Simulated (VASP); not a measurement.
# AlNi (NiAs type) (P6_3/mmc) in VASP: a series of runs, part 2 of 2

VASP 6.6.1. The steps go on from the part before.

## 3. Single point, PBE

Input file INCAR:

```
ALGO = Normal ; EDIFF = 1E-7
ENCUT = 520 ; GGA = PE
ISIF = 2 ; ISMEAR = -1
LASPH = T ; LCHARG = F
LREAL = F ; LWAVE = F
NBANDS = 21 ; NELM = 60
PREC = Accurate ; SIGMA = 0.08
```

Input file KPOINTS:

```
k-points
0
Gamma
  10 10 6
```

Input file POSCAR:

```
AlNi
1.0
    3.6078988692      0.0000000000      0.0000000000
   -1.8039494346      3.1245320750      0.0000000000
    0.0000000000      0.0000000000      5.0415158563
Ni Al
2 2
Direct
    0.0000000000      0.0000000000      0.0000000000
    0.0000000000      0.0000000000      0.5000000000
    0.3333333333      0.6666666667      0.2500000000
    0.6666666667      0.3333333333      0.7500000000
```

Potentials or basis: VASP PAW PBE potentials, release 64 (Ni, Al).

On the command line:

```
> cat potpaw_PBE.64/Ni/POTCAR potpaw_PBE.64/Al/POTCAR > POTCAR
> mpirun -np 1 vasp_std > vasp.out
```

Wall time 57 s (1 thread of Intel Xeon 6975P-C, shared host); peak memory 0.21 GiB.

The run converged. Its results:

| Quantity | Value |
| --- | --- |
| Free energy | -19.7655 eV |
| Pressure | 0.0 GPa |
| Band gap on the k mesh | zero (band 13 reaches 11.93 eV, above the bottom of band 14 at 6.42 eV) |

Stress tensor (GPa, compression positive):
```
-0.10  0.00  0.00
 0.00 -0.10  0.00
 0.00  0.00  0.07
```

Levels at points of the mesh, in eV from the Fermi level:
| k point | band 9 | band 10 | band 11 | band 12 | band 13 | band 14 | band 15 | band 16 | band 17 | band 18 |
| --- | --- | --- | --- | --- | --- | --- | --- | --- | --- | --- |
| (0.00, 0.00, 0.00) | -1.92 | -1.92 | -1.03 | -1.03 | 0.73 | 4.17 | 4.17 | 6.56 | 6.56 | 7.22 |
| (0.50, 0.00, 0.00) | -1.47 | -1.20 | -1.05 | -1.04 | -0.58 | -0.51 | 0.80 | 2.68 | 3.53 | 5.25 |
| (0.00, 0.00, 0.50) | -1.81 | -1.81 | -1.81 | -1.81 | 4.34 | 4.34 | 6.20 | 6.20 | 6.20 | 6.20 |
| (0.50, 0.00, 0.50) | -1.48 | -1.48 | -1.38 | -1.38 | -1.17 | -1.17 | 2.95 | 2.95 | 5.69 | 5.69 |

## 4. Relaxation of cell and atoms, PBE, target pressure 0.0033 GPa, at which the enthalpy is minimised

This run uses another cell than the first one, of 14.34 Å³/atom, 1.009 times its volume.

Input file INCAR:

```
PREC     = Accurate       # precision mode
ENCUT    = 600            # plane-wave cutoff, eV
EDIFF    = 1E-7           # SCF threshold, eV
ISMEAR   = -1             # smearing method
SIGMA    = 0.08           # smearing width, eV
LREAL    = False          # projectors in reciprocal space
LASPH    = True           # aspherical terms in the spheres
NELM     = 100            # most SCF steps
ALGO     = Normal         # electronic algorithm
ISIF     = 3              # what is computed and relaxed
LWAVE    = False          # write WAVECAR
LCHARG   = False          # write CHGCAR
GGA      = PE             # functional
IBRION   = 2              # ionic algorithm
NSW      = 60             # ionic steps
EDIFFG   = -0.005         # ionic threshold
PSTRESS  = 0.033
```

Input file KPOINTS:

```
Automatic mesh
0
Gamma
  10 10 6
```

Input file POSCAR:

```
AlNi
1.0
    3.4960719899      0.0000000000      0.0000000000
   -1.7480359950      3.0276871567      0.0000000000
    0.0000000000      0.0000000000      5.4189115844
Ni Al
2 2
Direct
    0.0000000000      0.0000000000      0.0000000000
    0.0000000000      0.0000000000      0.5000000000
    0.3333333333      0.6666666667      0.2500000000
    0.6666666667      0.3333333333      0.7500000000
```

Potentials or basis: VASP PAW PBE potentials, release 64 (Ni, Al).

On the command line:

```
> cat potpaw_PBE.64/Ni/POTCAR potpaw_PBE.64/Al/POTCAR > POTCAR
> mpirun -np 1 vasp_std > vasp.out
```

OUTCAR:

```text
PREC = Accurate
   ENCUT = 600
   EDIFF = 1E-7
   ISMEAR = -1
   LREAL = False
   LASPH = True
   NELM = 100
   ISIF = 3
   GGA = PE
   IBRION = 2
   NSW = 60
   EDIFFG = -0.005
   PSTRESS = 0.033

 ion  position               nearest neighbor table
   1  0.000  0.000  0.000-   3 2.43   4 2.43   4 2.43   3 2.43   4 2.43   3 2.43   2 2.71   2 2.71

   2  0.000  0.000  0.500-   3 2.43   4 2.43   4 2.43   3 2.43   4 2.43   3 2.43   1 2.71   1 2.71

   3  0.333  0.667  0.250-   1 2.43   2 2.43   1 2.43   2 2.43   1 2.43   2 2.43
   4  0.667  0.333  0.750-   1 2.43   2 2.43   1 2.43   2 2.43   1 2.43   2 2.43

  LATTYP: Found a hexagonal cell.
 ALAT       =     3.4960719899
 C/A-ratio  =     1.5500000000
[... 426 lines left out ...]
--------------------------------------- Ionic step        7  -------------------------------------------

 number of electron      25.9999988 magnetization

 Free energy of the ion-electron system (eV)
  ---------------------------------------------------
  ext. energy  EPLUGINS =         0.00000000
  ---------------------------------------------------
  free energy    TOTEN  =       -19.76521986 eV

  energy without entropy =      -19.73327930  energy(sigma->0) =      -19.74924958

 E-fermi :   7.5938     XC(G=0): -11.1314

 val. band max:        7.5060739915   @ k =   0.4000  -0.0000   0.3333
 cond. band min:       7.6296682366   @ k =   0.2000   0.2000   0.3333
 fundamental gap:      0.1235942452
 Fermi energy:         7.5937573853

 k-point     1 :       0.0000    0.0000    0.0000
  band No.  band energies     occupation
      1      -1.9911      2.00000
      2       3.0678      2.00000
      3       3.7323      2.00000
      4       4.6605      2.00000
      5       4.7771      2.00000
      6       4.7771      2.00000
[... 457 lines left out ...]
      4       4.5521      2.00000
      5       4.6412      2.00000
      6       4.9115      2.00000
[... 9 lines left out ...]
     16      10.8955      0.00000
     17      12.0467      0.00000

 [... further k-points ...]
[... 5 lines left out ...]
  --------------------------------------------------------------------------------------
  -------------------------------------------------------------------------------------
  Total        0.0040517      0.0040517      0.0076210     -0.0000000     -0.0000000      0.0000000
  in kB        0.1142913      0.1142913      0.2149777     -0.0000000     -0.0000000      0.0000000
  external PRESSURE =       0.1148534 kB  Pullay stress =       0.0330000 kB
[... 23 lines left out ...]
  energy  without entropy=      -19.7332792970  energy(sigma->0) =      -19.74924958

  enthalpy is  TOTEN    =       -19.7640499960 eV   P V=        0.0011698617

 reached required accuracy - stopping structural energy minimisation
```

It took 4.2 min on 1 thread of Intel Xeon Platinum 8259CL at 2.50GHz (Skylake/Cascade Lake), shared host; peak memory 0.24 GiB.

Results:

| Quantity | Value |
| --- | --- |
| Free energy | -19.7652 eV |
| Relaxed volume | 14.20 Å³/atom |
| Relaxed cell | a = 3.605 Å, b = 3.605 Å, c = 5.047 Å, α = 90.00°, β = 90.00°, γ = 120.00° |
| Space group after relaxing (to 0.05 Å) | P6_3/mmc (No. 194) |
| Energy change on relaxing (the enthalpy is what falls) | -24.7 meV/atom |
| Ionic steps | 7 |
| Pressure after relaxing | 0.0 GPa |
| Band gap on the k mesh | zero (band 13 reaches 11.91 eV, above the bottom of band 14 at 6.42 eV) |

The path:
| step | energy change (eV) | largest force (eV/Å) | pressure (GPa) | volume (Å³) |
| --- | --- | --- | --- | --- |
| 1 | 0.0000 | 0.0000 | -2.09 | 57.36 |
| 2 | -0.0407 | 0.0000 | 1.36 | 55.80 |
| 3 | -0.0454 | 0.0000 | 3.02 | 55.14 |
| 4 | -0.0722 | 0.0000 | 2.67 | 55.39 |
| 5 | -0.0913 | 0.0000 | 2.30 | 55.79 |
| 6 | -0.0986 | 0.0000 | -0.18 | 56.89 |
| 7 | -0.0987 | 0.0000 | 0.01 | 56.80 |

Final structure:
```
Ni Al
1.0
     3.60494    0.00000    0.00000
    -1.80247    3.12197    0.00000
     0.00000    0.00000    5.04666
Ni Al
2 2
Cartesian
  0.0000 0.0000 0.0000
  0.0000 0.0000 2.5233
  0.0000 2.0813 1.2617
  1.8025 1.0407 3.7850
```

Levels at points of the mesh, in eV from the Fermi level:
```tsv
k point	band 11	band 12	band 13	band 14	band 15	band 16
(0.00, 0.00, 0.00)	-1.03	-1.03	0.72	4.19	4.19	6.58
(0.50, 0.00, 0.00)	-1.05	-1.04	-0.59	-0.52	0.82	2.67
(0.00, 0.00, 0.50)	-1.81	-1.81	4.32	4.32	6.21	6.21
(0.50, 0.00, 0.50)	-1.38	-1.38	-1.17	-1.17	2.96	2.96
```

Caveat: the cell is relaxed towards a set pressure, so the enthalpy falls and the energy may rise.
